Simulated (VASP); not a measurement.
Input of a VASP 6.6.1 run:

The input POSCAR:

```
Ir
1.0
    0.0000000000      1.9408081540      1.9408081540
    1.9408081540      0.0000000000      1.9408081540
    1.9408081540      1.9408081540      0.0000000000
Ir
1
Direct
    0.0000000000      0.0000000000      0.0000000000
```

Contents of INCAR.step1:

```
SYSTEM = Ir
  PREC = Accurate
  ENCUT = 520
  EDIFF = 1E-5
  ISMEAR = -1
  SIGMA = 0.05
  LREAL = .FALSE.
  LASPH = .TRUE.
  NELM = 60
  ALGO = Normal
  ISIF = 2
  LWAVE = .TRUE.
  NBANDS = 10
  GGA = PE
```

Contents of INCAR.step2:

```
SYSTEM = Ir
  PREC = Accurate
  ENCUT = 520
  EDIFF = 1E-6
  ISMEAR = -1
  SIGMA = 0.05
  LREAL = .FALSE.
  LASPH = .TRUE.
  NELM = 60
  ALGO = Normal
  ISIF = 2
  LWAVE = .FALSE.
  LCHARG = .TRUE.
  GGA = PE
  LHFCALC = .TRUE.
  AEXX = 0.25
  PRECFOCK = Normal
  LELF = .TRUE.
  LVHAR = .TRUE.
  NBANDS = 10
  ISTART = 1
```

Contents of KPOINTS:

```
regular mesh
0
G
  8 8 8
  0 0 0
```

Potentials or basis: VASP PAW PBE potentials, release 64 (Ir).

Command:

```sh
$ cat potpaw_PBE.64/Ir/POTCAR > POTCAR
$ cp INCAR.step1 INCAR
$ mpirun -np 1 vasp_std > vasp.out
$ cp INCAR.step2 INCAR
$ mpirun -np 1 vasp_std > vasp.out
```

What does it give for the band gap on the k mesh?

Zero (an odd number of electrons rules out a gap without spin polarisation).

Estimate the pressure.

-12.2 GPa.

Caveat: the cell stands under tension; the PAW data sets were made with another functional, which shifts forces and pressure a little; spin-orbit coupling is left out, which moves the levels of the heavy elements.
